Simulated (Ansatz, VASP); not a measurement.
## Two plane-wave programs on KI

File POSCAR:

```
KI
1.0
    0.0000000000      3.5445661589      3.5445661589
    3.5445661589      0.0000000000      3.5445661589
    3.5445661589      3.5445661589      0.0000000000
K I
1 1
Direct
    0.0000000000      0.0000000000      0.0000000000
    0.5000000000      0.5000000000      0.5000000000
```

The input INCAR.step1:

```
PREC = Accurate
ENCUT = 520
ISMEAR = 0
SIGMA = 0.01
LREAL = F
LASPH = T
NELM = 80
NBANDS = 15
GGA = PE
ALGO = Normal
EDIFF = 1E-4
LWAVE = T
LCHARG = F
```

The input INCAR.step2:

```
PREC = Accurate
ENCUT = 520
EDIFF = 1E-6
ISMEAR = 0
SIGMA = 0.01
LREAL = F
LASPH = T
NELM = 80
ALGO = Normal
ISIF = 2
LWAVE = F
LCHARG = F
METAGGA = R2SCAN
LMIXTAU = T
NBANDS = 15
ISTART = 1
```

The input KPOINTS:

```
Automatic mesh
0
Gamma
  6 6 6
```

Input for Ansatz:

```yaml
crystal:
  lattice:
    - [0.0, 3.5445661589, 3.5445661589]
    - [3.5445661589, 0.0, 3.5445661589]
    - [3.5445661589, 3.5445661589, 0.0]
  atoms:
    - { symbol: K, position: [0.0, 0.0, 0.0] }
    - { symbol: I, position: [0.5, 0.5, 0.5] }
kpoints:
  mp_grid: { grid: [6, 6, 6] }
  band_path:
    path:
      - [0.0, 0.0, 0.0]
      - [0.5, 0.0, 0.5]
      - [0.625, 0.25, 0.625]
      - [0.375, 0.375, 0.75]
      - [0.5, 0.5, 0.5]
      - [0.5, 0.25, 0.75]
    npoints: 1
hamiltonian:
  xc: r2scan
scf:
  occupations: { method: fixed }
  n_extra_bands: 4
output:
  forces: true
  stress: true
  eigenvalues: true
  write_density: true
  write_potential: true
  elf: true
  volumetric_format: npy
```

Alike in both runs: task single point; functional r2SCAN; k mesh 6 × 6 × 6; no spin polarisation.

|  | VASP | Ansatz |
| --- | --- | --- |
| version | VASP 6.6.1 | Ansatz 0.2.0 |
| potentials or method | VASP PAW PBE potentials, release 64 (K_sv, I) | plane waves, PAW |
| plane-wave cutoff (eV) | 520 | 500 |
| occupations | gaussian, width 0.01 eV | fixed |
| valence electrons in the cell | 16 | 26 |

```tsv
	VASP	Ansatz	Ansatz less VASP
gap on the k mesh at the Fermi level (eV)	4.58	4.59	+0.003
pressure (GPa)	0.0	0.0	0.00
```

VASP's potentials were made for PBE, not for r2SCAN. VASP's potentials hold 16 valence electrons a cell and Ansatz's 26, so a difference there can come from the potentials and not from the codes.

Spin-orbit coupling is off throughout.
